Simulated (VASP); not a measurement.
# CaO (Fmmm) in VASP: notebook

CaO is run at these levels: PBE; tasks: single point.

All numbers are computed with VASP 6.6.1; they aren't measurements. Logs are shortened: lines on timing, memory, paths and dates and some standing lists are left out, and cuts for length are marked.

**1. The cell of the first run**

The structure is orthorhombic, space group Fmmm (No. 69). Conventional cell: a = 4.702 Å, b = 4.898 Å, c = 5.094 Å, α = 90.00°, β = 90.00°, γ = 90.00°. Ca (site symmetry mmm) has 6 O at 2.35 to 2.55 Å within 3.1 Å. Within 3.1 Å of O (site symmetry mmm) lie 6 Ca at 2.35 to 2.55 Å.

**2. Single point, PBE (strain -0.0400 x Voigt [1, -1, 0, 0, 0, 0])**

Input file INCAR:

```
SYSTEM = CaO
ALGO     = Normal         ! electronic algorithm
EDIFF    = 1E-7           ! SCF threshold, eV
ENCUT    = 520            ! plane-wave cutoff, eV
GGA      = PE             ! functional
ISIF     = 2              ! what is computed and relaxed
ISMEAR   = 0              ! smearing method
LASPH    = .TRUE.         ! aspherical terms in the spheres
LCHARG   = .FALSE.        ! write CHGCAR
LREAL    = .FALSE.        ! projectors in reciprocal space
LWAVE    = .FALSE.        ! write WAVECAR
NBANDS   = 15             ! bands
NELM     = 100            ! most SCF steps
PREC     = Accurate       ! precision mode
SIGMA    = 0.05           ! smearing width, eV
```

Input file KPOINTS:

```
k-points
0
G
  8 8 8
  0 0 0
```

Input file POSCAR:

```
CaO
1.0
    0.0000000000      2.5469600000      2.4490000000
    2.3510400000      0.0000000000      2.4490000000
    2.3510400000      2.5469600000      0.0000000000
Ca O
1 1
Direct
    0.0000000000      0.0000000000      0.0000000000
    0.5000000000      0.5000000000      0.5000000000
```

Potentials or basis: VASP PAW PBE potentials, release 64 (Ca_sv, O).

Command:

```console
cat potpaw_PBE.64/Ca_sv/POTCAR potpaw_PBE.64/O/POTCAR > POTCAR
mpirun -np 1 vasp_std > vasp.out
```

OUTCAR:

```text
SYSTEM = CaO
   EDIFF = 1E-7
   ENCUT = 520
   GGA = PE
   ISIF = 2
   ISMEAR = 0
   LASPH = .TRUE.
   LREAL = .FALSE.
   NELM = 100
   PREC = Accurate

 ion  position               nearest neighbor table
   1  0.000  0.000  0.000-   2 2.35   2 2.35   2 2.45   2 2.45   2 2.55   2 2.55
   2  0.500  0.500  0.500-   1 2.35   1 2.35   1 2.45   1 2.45   1 2.55   1 2.55

  LATTYP: Found a face centered orthorhombic cell.
 ALAT       =     4.7020800000
 B/A-ratio  =     1.0416666667
 C/A-ratio  =     1.0833333333

  Lattice vectors:

 A1 = (   0.0000000000,   2.5469600000,  -2.4490000000)
 A2 = (   2.3510400000,   2.5469600000,   0.0000000000)
 A3 = (   2.3510400000,   0.0000000000,  -2.4490000000)

Analysis of symmetry for initial positions (statically):
=====================================================================
 Subroutine PRICEL returns:
 Original cell was already a primitive cell.

 Routine SETGRP: Setting up the symmetry group for a
 face centered orthorhombic supercell.

 Subroutine GETGRP returns: Found  8 space group operations
 (whereof  8 operations were pure point group operations)
 out of a pool of  8 trial point group operations.

The static configuration has the point symmetry D_2h.

Analysis of symmetry for dynamics (positions and initial velocities):
=====================================================================
 Subroutine PRICEL returns:
 Original cell was already a primitive cell.

 Routine SETGRP: Setting up the symmetry group for a
 face centered orthorhombic supercell.

 Subroutine GETGRP returns: Found  8 space group operations
 (whereof  8 operations were pure point group operations)
 out of a pool of  8 trial point group operations.

The dynamic configuration has the point symmetry D_2h.

 Subroutine INISYM returns: Found  8 space group operations
 (whereof  8 operations are pure point group operations),
 and found     1 'primitive' translations

----------------------------------------------------------------------------------------

                                     Primitive cell

  volume of cell :      29.3292

  direct lattice vectors                    reciprocal lattice vectors
     0.000000000  2.546960000  2.449000000    -0.212671839  0.196312467  0.204164965
     2.351040000  0.000000000  2.449000000     0.212671839 -0.196312467  0.204164965
     2.351040000  2.546960000  0.000000000     0.212671839  0.196312467 -0.204164965

  length of vectors
     3.533356229  3.394847579  3.466178634     0.354190949  0.354190949  0.354190949

  position of ions in fractional coordinates (direct lattice)
     0.000000000  0.000000000  0.000000000
     0.500000000  0.500000000  0.500000000

  ion indices of the primitive-cell ions
   primitive index   ion index
                 1           1
                 2           2

----------------------------------------------------------------------------------------

 KPOINTS: k-points

Automatic generation of k-mesh.
 Grid dimensions read from file:
 generate k-points for:    8    8    8

 Generating k-lattice:

  Cartesian coordinates                     Fractional coordinates (reciprocal lattice)
    -0.026583980  0.024539058  0.025520621     0.125000000  0.000000000 -0.000000000
     0.026583980 -0.024539058  0.025520621     0.000000000  0.125000000  0.000000000
     0.026583980  0.024539058 -0.025520621    -0.000000000  0.000000000  0.125000000

  Length of vectors
     0.044273869  0.044273869  0.044273869

  Shift w.r.t. Gamma in fractional coordinates (k-lattice)
     0.000000000  0.000000000  0.000000000

 Subroutine IBZKPT returns following result:
 ===========================================

 Found     95 irreducible k-points:

 Following reciprocal coordinates:
            Coordinates               Weight
  0.000000  0.000000  0.000000      1.000000
  0.125000  0.000000  0.000000      8.000000
  0.250000  0.000000  0.000000      8.000000
  0.375000  0.000000  0.000000      8.000000
  0.500000  0.000000  0.000000      4.000000
  0.125000  0.125000  0.000000      2.000000
[... 16 lines left out ...]
  0.250000  0.000000  0.125000      8.000000
  0.375000  0.000000  0.125000      8.000000
 [... further k-points ...]
   k-points           NKPTS =     95   k-points in BZ     NKDIM =     95   number of bands    NBANDS=     15
   number of dos      NEDOS =    301   number of ions     NIONS =      2
   total plane-waves  NPLWV =  21952
   dimension x,y,z NGX =    28 NGY =   28 NGZ =   28
   dimension x,y,z NGXF=    56 NGYF=   56 NGZF=   56
   ions per type =               1   1
   NGX,Y,Z   is equivalent  to a cutoff of  13.17, 13.71, 13.43 a.u.
   NGXF,Y,Z  is equivalent  to a cutoff of  26.35, 27.42, 26.86 a.u.
 SYSTEM =  CaO
   PREC   = accura    normal or accurate (medium, high low for compatibility)
   ISTART =      0    job   : 0-new  1-cont  2-samecut
   ICHARG =      2    charge: 1-file 2-atom 10-const
   ISPIN  =      1    spin polarized calculation?
   LNONCOLLINEAR =      F non collinear calculations
   LSORBIT =      F    spin-orbit coupling
   LASPH  =      T    aspherical Exc in radial PAW
   ENCUT  =  520.0 eV  38.22 Ry    6.18 a.u.   6.57  6.31  6.44*2*pi/ulx,y,z
   NELM   =    100;   NELMIN=  2; NELMDL= -5     # of ELM steps
   EDIFF  = 0.1E-06   stopping-criterion for ELM
   LREAL  =      F    real-space projection
   EDIFFG = 0.1E-05   stopping-criterion for IOM
   NSW    =      0    number of steps for IOM
   IBRION =     -1    ionic relax: 0-MD 1-quasi-New 2-CG
   NFREE  =      0    steps in history (QN), initial steepest desc. (CG)
   ISIF   =      2    stress and relaxation
   ISYM   =      2    0-nonsym 1-usesym 2-fastsym
   POTIM  = 0.5000    time-step for ionic-motion
   TEBEG  =    0.0;   TEEND  =   0.0 temperature during run
   PSTRESS=    0.0 pullay stress
   NELECT =      16.0000    total number of electrons
   NUPDOWN=      -1.0000    fix difference up-down
   EMIN   =  10.00;   EMAX   =-10.00  energy-range for DOS
   EFERMI =   0.00;   METHOD = LEGACY
   ISMEAR =     0;   SIGMA  =   0.05  broadening in eV -4-tet -1-fermi 0-gaus
   EFERMI_NEDOS =   21; number of points for ismear=-14 and -15
   IALGO  =     38    algorithm
   IMIX   =      4    mixing-type and parameters
     AMIX     =   0.40;   BMIX     =  1.00
     AMIX_MAG =   1.60;   BMIX_MAG =  1.00
  volume/ion in A,a.u.               =      14.66        98.96
  Fermi-wavevector in a.u.,A,eV,Ry     =   1.337666  2.527823 24.345607  1.789352
  Thomas-Fermi vector in A             =   2.466197
   LORBIT       =      0    0 simple, 1 ext, 2 COOP (PROOUT), +10 PAW based schemes
   GGA     = PE    functional components
   LHFCALC =     F    Hartree Fock is set to
   AEXX    =    0.0000 exact exchange contribution
   IVDW    =     0    specifies the selected vdW correction
   LEPSILON=     F    determine dielectric tensor
   LRPA    =     F    only Hartree local field effects (RPA)
 non-spin polarized calculation
 Gauss-broadening in eV      SIGMA  =   0.05
  energy-cutoff  :      520.00
  volume of cell :       29.33
 maximum number of plane-waves:       803
 NGX is ok and might be reduce to    28
   NGX = 13   NGY = 13   NGZ = 13

 number of electron      16.0000004 magnetization

 Free energy of the ion-electron system (eV)
  ---------------------------------------------------
  ext. energy  EPLUGINS =         0.00000000
  ---------------------------------------------------
  free energy    TOTEN  =       -12.76061050 eV

  energy without entropy =      -12.76061050  energy(sigma->0) =      -12.76061050

 E-fermi :   2.4574     XC(G=0): -10.2018

 val. band max:        2.1328227449   @ k =   0.0000   0.0000   0.0000
 cond. band min:       5.5811136556   @ k =   0.0000   0.5000   0.5000
 fundamental gap:      3.4482909107
 Fermi energy:         2.4573759868

 k-point     1 :       0.0000    0.0000    0.0000
  band No.  band energies     occupation
      1     -35.7926      2.00000
      2     -16.6327      2.00000
      3     -16.5896      2.00000
      4     -16.5651      2.00000
      5     -13.3923      2.00000
      6       1.9738      2.00000
      7       2.0359      2.00000
      8       2.1328      2.00000
      9       6.2002      0.00000
     10       7.9097      0.00000
     11       8.1695      0.00000
     12       8.4115      0.00000
     13       9.3271      0.00000
     14       9.9495      0.00000
     15      16.8211      0.00000

 k-point     2 :       0.1250    0.0000    0.0000
  band No.  band energies     occupation
      1     -35.7808      2.00000
      2     -16.7598      2.00000
      3     -16.6282      2.00000
      4     -16.5801      2.00000
      5     -13.2107      2.00000
      6       1.5215      2.00000
      7       1.8168      2.00000
      8       1.8958      2.00000
      9       6.8588      0.00000
     10       8.0505      0.00000
     11       8.3358      0.00000
     12       8.5561      0.00000
     13       9.6552      0.00000
     14      10.3101      0.00000
     15      17.3223      0.00000

 k-point     3 :       0.2500    0.0000    0.0000
  band No.  band energies     occupation
      1     -35.7521      2.00000
      2     -17.1031      2.00000
      3     -16.6578      2.00000
      4     -16.5876      2.00000
      5     -12.8250      2.00000
      6       0.5749      2.00000
      7       1.4129      2.00000
      8       1.4518      2.00000
      9       8.1090      0.00000
     10       8.3198      0.00000
     11       8.9989      0.00000
     12       9.1193      0.00000
     13      10.4508      0.00000
     14      11.1632      0.00000
     15      17.3768      0.00000

 k-point     4 :       0.3750    0.0000    0.0000
  band No.  band energies     occupation
      1     -35.7232      2.00000
      2     -17.3986      2.00000
      3     -16.6851      2.00000
      4     -16.5943      2.00000
      5     -12.4867      2.00000
      6      -0.1853      2.00000
      7       1.0615      2.00000
      8       1.0678      2.00000
      9       8.5660      0.00000
     10       9.5134      0.00000
     11       9.8063      0.00000
     12       9.8240      0.00000
     13      11.3116      0.00000
     14      12.0119      0.00000
     15      16.1492      0.00000
[... 307 lines left out ...]
 k-point    22 :       0.1250    0.0000    0.1250
  band No.  band energies     occupation
      1     -35.7791      2.00000
      2     -16.7606      2.00000
      3     -16.6099      2.00000
      4     -16.5910      2.00000
      5     -13.2505      2.00000
      6       1.2548      2.00000
      7       1.9527      2.00000
      8       2.0467      2.00000
      9       7.1175      0.00000
     10       7.5045      0.00000
     11       8.6415      0.00000
     12       8.8471      0.00000
     13       9.7513      0.00000
     14      10.1031      0.00000
     15      17.5385      0.00000

 k-point    23 :       0.2500    0.0000    0.1250
  band No.  band energies     occupation
      1     -35.7577      2.00000
      2     -16.9648      2.00000
      3     -16.6457      2.00000
      4     -16.6173      2.00000
      5     -13.0209      2.00000
      6       0.6852      2.00000
      7       1.6432      2.00000
      8       1.7725      2.00000
      9       7.4207      0.00000
     10       8.1680      0.00000
     11       9.1692      0.00000
     12       9.3371      0.00000
     13      10.3294      0.00000
     14      10.6031      0.00000
     15      17.9803      0.00000

 k-point    24 :       0.3750    0.0000    0.1250
  band No.  band energies     occupation
      1     -35.7289      2.00000
      2     -17.2421      2.00000
      3     -16.6995      2.00000
      4     -16.6263      2.00000
      5     -12.6981      2.00000
      6       0.1330      2.00000
      7       1.1519      2.00000
      8       1.3575      2.00000
      9       7.8803      0.00000
     10       9.2481      0.00000
     11       9.8657      0.00000
     12       9.9802      0.00000
     13      11.1943      0.00000
     14      11.3945      0.00000
     15      16.5995      0.00000

 [... further k-points ...]
[... 5 lines left out ...]
  --------------------------------------------------------------------------------------
  -------------------------------------------------------------------------------------
  Total        0.5387949     -1.2523306     -0.5797570      0.0000000      0.0000000     -0.0000000
  in kB       29.4329065    -68.4114275    -31.6705561      0.0000000      0.0000000     -0.0000000
  external PRESSURE =     -23.5496923 kB  Pullay stress =       0.0000000 kB

 VOLUME and BASIS-vectors are now :
 -----------------------------------------------------------------------------
  energy-cutoff  :      520.00
  volume of cell :       29.33
      direct lattice vectors                 reciprocal lattice vectors
     0.000000000  2.546960000  2.449000000    -0.212671839  0.196312467  0.204164965
     2.351040000  0.000000000  2.449000000     0.212671839 -0.196312467  0.204164965
     2.351040000  2.546960000  0.000000000     0.212671839  0.196312467 -0.204164965

 POSITION                                       TOTAL-FORCE (eV/Angst)
 -----------------------------------------------------------------------------------
      0.00000      0.00000      0.00000        -0.000000     -0.000000     -0.000000
      2.35104      2.54696      2.44900         0.000000      0.000000      0.000000
 -----------------------------------------------------------------------------------
    total drift:                                0.000000      0.000000      0.000000

  FREE ENERGIE OF THE ION-ELECTRON SYSTEM (eV)
  ---------------------------------------------------
  free  energy   TOTEN  =       -12.7606104982 eV

  energy  without entropy=      -12.7606104982  energy(sigma->0) =      -12.76061050
```

It took 20 s on 1 thread of Intel Xeon 6975P-C (Granite Rapids), shared host; peak memory 0.18 GiB.

Results:

| Quantity | Value |
| --- | --- |
| Free energy | -12.7606 eV |
| Pressure | -2.4 GPa |
| Band gap on the k mesh | 3.45 eV, indirect (least direct gap 3.99 eV) |

Stress tensor (GPa, compression positive):
```
 2.94  0.00  0.00
 0.00 -6.84  0.00
 0.00  0.00 -3.17
```

Levels at points of the mesh, in eV from the valence-band top:
```
           k point  band 4  band 5  band 6  band 7  band 8  band 9  band 10  band 11  band 12  band 13
(0.00, 0.00, 0.00)  -18.70  -15.53   -0.16   -0.10    0.00    4.07     5.78     6.04     6.28     7.19
(0.50, 0.00, 0.00)  -18.73  -14.49   -2.60   -1.21   -1.20    6.70     7.97     7.99     8.04     9.57
(0.50, 0.50, 0.00)  -18.91  -15.29   -1.41   -0.51   -0.39    3.60     7.43     8.65     8.81     9.35
(0.50, 0.00, 0.50)  -18.86  -15.30   -1.59   -0.41   -0.33    3.69     7.51     8.58     8.95     9.17
(0.00, 0.50, 0.50)  -18.96  -15.29   -1.18   -0.58   -0.55    3.45     7.62     8.55     8.95     9.26
```

Caveat: the cell differs from its parent crystal (strain -0.0400 x Voigt [1, -1, 0, 0, 0, 0]). A k mesh can miss the band edges.

**3. Single point, PBE (strain +0.0250 x Voigt [1, -1, 0, 0, 0, 0])**

Input file INCAR:

```
SYSTEM = CaO
ALGO     = Normal         ! electronic algorithm
EDIFF    = 1E-6           ! SCF threshold, eV
ENCUT    = 520            ! plane-wave cutoff, eV
GGA      = PE             ! functional
ISIF     = 2              ! what is computed and relaxed
ISMEAR   = 0              ! smearing method
LASPH    = .True.         ! aspherical terms in the spheres
LCHARG   = .False.        ! write CHGCAR
LREAL    = .False.        ! projectors in reciprocal space
LWAVE    = .False.        ! write WAVECAR
NBANDS   = 15             ! bands
NELM     = 80             ! most SCF steps
PREC     = Accurate       ! precision mode
SIGMA    = 0.05           ! smearing width, eV
```

Input file KPOINTS:

```
k-points
0
Gamma
  8 8 8
  0 0 0
```

Input file POSCAR:

```
CaO
1.0
    0.0000000000      2.3877750000      2.4490000000
    2.5102250000      0.0000000000      2.4490000000
    2.5102250000      2.3877750000      0.0000000000
Ca O
1 1
Direct
    0.0000000000      0.0000000000      0.0000000000
    0.5000000000      0.5000000000      0.5000000000
```

Potentials or basis: VASP PAW PBE potentials, release 64 (Ca_sv, O).

Command:

```console
cat potpaw_PBE.64/Ca_sv/POTCAR potpaw_PBE.64/O/POTCAR > POTCAR
mpirun -np 1 vasp_std > vasp.out
```

Wall time 17 s (1 thread of Intel Xeon 6975P-C (Granite Rapids), shared host); peak memory 0.18 GiB.

Results (log left out):

| Quantity | Value |
| --- | --- |
| Free energy | -12.7818 eV |
| Pressure | -3.1 GPa |
| Band gap on the k mesh | 3.52 eV, indirect (least direct gap 4.00 eV) |

Stress tensor (GPa, compression positive):
```
-5.92  0.00  0.00
 0.00  0.04  0.00
 0.00  0.00 -3.41
```

Levels at points of the mesh, in eV from the valence-band top:
```
           k point  band 6  band 7  band 8  band 9  band 10  band 11
(0.00, 0.00, 0.00)   -0.10   -0.06    0.00    4.17     5.89     6.05
(0.50, 0.00, 0.00)   -2.56   -1.16   -1.15    6.73     8.00     8.02
(0.50, 0.50, 0.00)   -1.37   -0.46   -0.39    3.61     7.53     8.59
(0.50, 0.00, 0.50)   -1.23   -0.51   -0.48    3.52     7.62     8.54
(0.00, 0.50, 0.50)   -1.49   -0.40   -0.35    3.67     7.56     8.56
```

Caveat: the cell differs from its parent crystal (strain +0.0250 x Voigt [1, -1, 0, 0, 0, 0]). A k mesh can miss the band edges.
